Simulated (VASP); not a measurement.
Here is a VASP 6.6.1 calculation.

File INCAR:

```
ALGO = Fast ; EDIFF = 1E-7
ENCUT = 520 ; GGA = PE
ISIF = 2 ; ISMEAR = 0
LASPH = T ; LCHARG = F
LREAL = F ; LWAVE = F
NBANDS = 11 ; NELM = 100
PREC = Accurate ; SIGMA = 0.15
```

Contents of KPOINTS:

```
k-points
0
Gamma
  14 14 14
```

File POSCAR:

```
Hf
1.0
   -0.0180269836      2.2527992767      2.2184576960
    2.2463560116      0.0269112718      2.1735194406
    2.2950545664      2.2565595761     -0.0217872830
Hf
1
Direct
    0.0000000000      0.0000000000      0.0000000000
```

Potentials or basis: VASP PAW PBE potentials, release 64 (Hf_pv).

Run with:

```console
$ cat potpaw_PBE.64/Hf_pv/POTCAR > POTCAR
$ mpirun -np 1 vasp_std > vasp.out
```

**Question.** Estimate the band gap on the k mesh.

**Answer.** Zero (bands 5 and 6 overlap by 1.82 eV).

**Question.** Estimate the pressure.

**Answer.** -0.3 GPa.

Stress tensor (GPa, compression positive):
```
-1.18 -0.85  1.93
-0.85 -0.27 -0.74
 1.93 -0.74  0.57
```

Caveat: spin-orbit coupling is left out, which moves the levels of the heavy elements.
